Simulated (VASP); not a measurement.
# Cu16NO in VASP: notebook, part 2 of 2

VASP 6.6.1. Earlier steps stand in the parts before.

## Step 3: Single point, PBEsol

Contents of INCAR:

```
ALGO = Normal ; EDIFF = 1E-6
ENCUT = 520 ; GGA = PS
ISIF = 2 ; ISMEAR = 0
LASPH = T ; LCHARG = F
LREAL = Auto ; LWAVE = F
NBANDS = 108 ; NELM = 80
PREC = Accurate ; SIGMA = 0.1
```

Contents of KPOINTS:

```
k-points
0
Gamma
  3 3 1
```

Contents of POSCAR:

```
Cu16NO
1.0
    5.1053110000      0.0000000000      0.0000000000
    0.0000000000      5.1053110000      0.0000000000
    0.0000000000      0.0000000000     17.4150000000
Cu N O
16 1 1
Direct
    0.2500000490      0.2500000490      0.0574218203
    0.7499999510      0.2500000490      0.0574218203
    0.2500000490      0.7499999510      0.0574218203
    0.7499999510      0.7499999510      0.0574218203
    0.0027459640      0.0028820967      0.1548647143
    0.4970880324      0.0028905193      0.1548611542
    0.0027494897      0.4972331754      0.1548686764
    0.4970897953      0.4972257322      0.1548649440
    0.2497561853      0.2501675216      0.2600908987
    0.7497864479      0.2501355941      0.2575344818
    0.2498159270      0.7501631145      0.2575370083
    0.7497899736      0.7501582176      0.2498993971
   -0.0017767772     -0.0013587811      0.3569831180
    0.5012670139     -0.0013405648      0.3569947746
   -0.0017693339      0.5017267312      0.3569820844
    0.5013189206      0.5016965666      0.3569767442
    0.7496087897      0.7503180511      0.4164473155
    0.7495228009      0.7502467528      0.4869296583
```

Potentials or basis: VASP PAW PBE potentials, release 64 (Cu, N, O).

Command:

```console
$ cat potpaw_PBE.64/Cu/POTCAR potpaw_PBE.64/N/POTCAR potpaw_PBE.64/O/POTCAR > POTCAR
$ mpirun -np 1 vasp_std > vasp.out
```

OUTCAR:

```text
EDIFF = 1E-6
   ENCUT = 520
   GGA = PS
   ISIF = 2
   ISMEAR = 0
   LASPH = T
   LREAL = Auto
   NELM = 80
   PREC = Accurate

 ion  position               nearest neighbor table
   1  0.250  0.250  0.057-   6 2.46   8 2.46   5 2.46   7 2.46   2 2.55   3 2.55   3 2.55   2 2.55

   2  0.750  0.250  0.057-   5 2.48   7 2.48   6 2.48   8 2.48   1 2.55   4 2.55   1 2.55   4 2.55

   3  0.250  0.750  0.057-   8 2.48   6 2.48   7 2.48   5 2.48   1 2.55   4 2.55   1 2.55   4 2.55
[... 12 lines left out ...]
                             7 2.56   5 2.56   8 2.56   6 2.56
  10  0.750  0.250  0.258-  13 2.50  16 2.50  15 2.50  14 2.50   8 2.54   6 2.54   7 2.54   5 2.54
                             9 2.55   9 2.55  12 2.56  12 2.56
  11  0.250  0.750  0.258-  16 2.50  14 2.50  15 2.50  13 2.50   5 2.54   7 2.54   6 2.54   8 2.54
                             9 2.55   9 2.55  12 2.56  12 2.56
  12  0.750  0.750  0.250-   6 2.46   8 2.46   5 2.46   7 2.46  11 2.56  10 2.56  10 2.56  11 2.56
                            15 2.59  16 2.59  13 2.59  14 2.59
  13  0.998  0.999  0.357-  17 2.07   9 2.48  10 2.50  11 2.50  15 2.54  14 2.54  14 2.57  15 2.57
                            12 2.59
  14  0.501  0.999  0.357-  17 2.07   9 2.48  11 2.50  10 2.50  13 2.54  16 2.54  16 2.57  13 2.57
                            12 2.59
  15  0.998  0.502  0.357-  17 2.07   9 2.48  11 2.50  10 2.50  16 2.54  13 2.54  13 2.57  16 2.57
                            12 2.59
  16  0.501  0.502  0.357-  17 2.07   9 2.48  11 2.50  10 2.50  15 2.54  14 2.54  14 2.57  15 2.57
                            12 2.59
  17  0.750  0.750  0.416-  18 1.23  14 2.07  16 2.07  13 2.07  15 2.07
  18  0.750  0.750  0.487-  17 1.23

  LATTYP: Found a simple tetragonal cell.
 ALAT       =     5.1053110000
 C/A-ratio  =     3.4111536006

  Lattice vectors:

 A1 = (   5.1053110000,   0.0000000000,   0.0000000000)
 A2 = (   0.0000000000,   5.1053110000,   0.0000000000)
 A3 = (   0.0000000000,   0.0000000000,  17.4150000000)

Analysis of symmetry for initial positions (statically):
=====================================================================
 Subroutine PRICEL returns:
[... 161 lines left out ...]
   LHFCALC =     F    Hartree Fock is set to
   AEXX    =    0.0000 exact exchange contribution
   IVDW    =     0    specifies the selected vdW correction
   LEPSILON=     F    determine dielectric tensor
   LRPA    =     F    only Hartree local field effects (RPA)
 non-spin polarized calculation
 Gauss-broadening in eV      SIGMA  =   0.10
  energy-cutoff  :      520.00
  volume of cell :      453.91
 maximum number of plane-waves:     12269
 NGX is ok and might be reduce to    40
   NGX = 19   NGY = 19   NGZ = 65

 number of electron     186.9999896 magnetization

 Free energy of the ion-electron system (eV)
  ---------------------------------------------------
  ext. energy  EPLUGINS =         0.00000000
  ---------------------------------------------------
  free energy    TOTEN  =       -77.14092017 eV

  energy without entropy =      -77.07898385  energy(sigma->0) =      -77.10995201

 E-fermi :   0.5705     XC(G=0):  -6.7071

 val. band max:        0.5609640209   @ k =   0.3333   0.3333   0.0000
 cond. band min:       0.6272514821   @ k =   0.0000   0.0000   0.0000
 fundamental gap:      0.0662874612
 Fermi energy:         0.5704753154

 k-point     1 :       0.0000    0.0000    0.0000
  band No.  band energies     occupation
      1     -23.8356      2.00000
      2     -12.4454      2.00000
      3      -8.4339      2.00000
      4      -7.3277      2.00000
      5      -6.9705      2.00000
      6      -6.9704      2.00000
[... 529 lines left out ...]
    104       5.0411      0.00000
    105       5.1163      0.00000
 [bands above 105 left out]

------------------------ aborting loop because EDIFF is reached ----------------------------------------

  FORCE on cell =-STRESS in cart. coord.  units (eV):
  Direction    XX          YY          ZZ          XY          YZ          ZX
  --------------------------------------------------------------------------------------
  -------------------------------------------------------------------------------------
  Total       -7.3360654     -7.3361434      1.3876150      0.0001822     -0.0160729      0.0222472
  in kB      -25.8944025    -25.8946776      4.8979201      0.0006430     -0.0567333      0.0785269
  external PRESSURE =     -15.6303867 kB  Pullay stress =       0.0000000 kB

 VOLUME and BASIS-vectors are now :
 -----------------------------------------------------------------------------
  energy-cutoff  :      520.00
  volume of cell :      453.91
      direct lattice vectors                 reciprocal lattice vectors
     5.105311000  0.000000000  0.000000000     0.195874453  0.000000000  0.000000000
     0.000000000  5.105311000  0.000000000     0.000000000  0.195874453  0.000000000
     0.000000000  0.000000000 17.415000000     0.000000000  0.000000000  0.057421763

 POSITION                                       TOTAL-FORCE (eV/Angst)
 -----------------------------------------------------------------------------------
      1.27633      1.27633      1.00000        -0.001308      0.000912     -0.176602
      3.82898      1.27633      1.00000        -0.000839      0.000970     -0.026742
      1.27633      3.82898      1.00000        -0.001192      0.000586     -0.026777
      3.82898      3.82898      1.00000        -0.000854      0.000483      0.085838
      0.01402      0.01471      2.69697        -0.000464     -0.000158      0.005324
      2.53779      0.01476      2.69691         0.000089     -0.000209      0.005502
[... 10 lines left out ...]
      3.82699      3.83061      7.25243         0.001609     -0.001545     -0.700169
      3.82655      3.83024      8.47988         0.001187     -0.000299      0.733761
 -----------------------------------------------------------------------------------
    total drift:                               -0.000996      0.000914     -0.001176

  FREE ENERGIE OF THE ION-ELECTRON SYSTEM (eV)
  ---------------------------------------------------
  free  energy   TOTEN  =       -77.1409201712 eV

  energy  without entropy=      -77.0789838455  energy(sigma->0) =      -77.10995201
```

OSZICAR:

```text
N       E                     dE             d eps       ncg     rms          rms(c)
DAV:   1     0.193125878561E+04    0.19313E+04   -0.80418E+04  1080   0.232E+03
DAV:   2     0.262737729976E+03   -0.16685E+04   -0.16239E+04  1080   0.518E+02
DAV:   3    -0.462924220247E+02   -0.30903E+03   -0.29210E+03  1348   0.256E+02
DAV:   4    -0.910795951700E+02   -0.44787E+02   -0.39426E+02  1704   0.976E+01
[... 23 lines left out ...]
DAV:  28    -0.771409113108E+02   -0.12576E-04   -0.13917E-06   776   0.126E-02    0.162E-03
DAV:  29    -0.771409168648E+02   -0.55540E-05   -0.66716E-07   704   0.713E-03    0.139E-03
DAV:  30    -0.771409180499E+02   -0.11851E-05   -0.21688E-07   680   0.605E-03    0.732E-04
DAV:  31    -0.771409196238E+02   -0.15739E-05   -0.22616E-07   640   0.428E-03    0.108E-03
DAV:  32    -0.771409201712E+02   -0.54740E-06   -0.12381E-07   664   0.390E-03
   1 F= -.77140920E+02 E0= -.77109952E+02  d E =-.619363E-01
```

Run time: 13 min. Hardware: 1 thread of Intel Xeon Platinum 8124M at 3.00GHz (Skylake/Cascade Lake), shared host; peak memory 0.59 GiB.

What came out:

| Quantity | Value |
| --- | --- |
| Free energy | -77.1409 eV |
| Largest force | 0.734 eV/Å |
| Band gap on the k mesh | zero (an odd number of electrons rules out a gap without spin polarisation) |

Forces on the atoms (eV/Å):
```
Cu  -0.001  0.001 -0.177
Cu  -0.001  0.001 -0.027
Cu  -0.001  0.001 -0.027
Cu  -0.001  0.000  0.086
Cu   0.000  0.000  0.005
Cu   0.000  0.000  0.006
Cu  -0.001  0.001  0.005
Cu   0.000  0.001  0.005
Cu   0.002 -0.001 -0.008
Cu   0.000  0.000  0.002
Cu   0.000  0.000  0.002
Cu   0.002 -0.001  0.021
Cu   0.009  0.009  0.019
Cu  -0.010  0.010  0.017
Cu   0.009 -0.009  0.019
Cu  -0.009 -0.009  0.018
N    0.002 -0.002 -0.700
O    0.001  0.000  0.734
```

Levels at points of the mesh, in eV from the Fermi level:
```csv
k point,band 93,band 94,band 95,band 96,band 97,band 98
"(0.00, 0.00, 0.00)",-0.28,-0.24,-0.11,-0.11,0.06,0.06
```

Caveat: the k points lie up to 0.41 Å⁻¹ apart, too coarse for converged energies and pressures of a metal; the standard files for N, O and F lose accuracy on very short bonds; there is no dipole correction, which matters where the two faces differ; the PAW data sets were made with another functional, which shifts forces and pressure a little; an odd number of electrons without spin polarisation forces a metal; a magnetic or distorted state may lie lower. With open d or f shells a metallic result of PBEsol can be an artefact of self-interaction; +U or a hybrid may open a gap.

The gap in the log of VASP goes by the Fermi energy; the results here count the filled bands.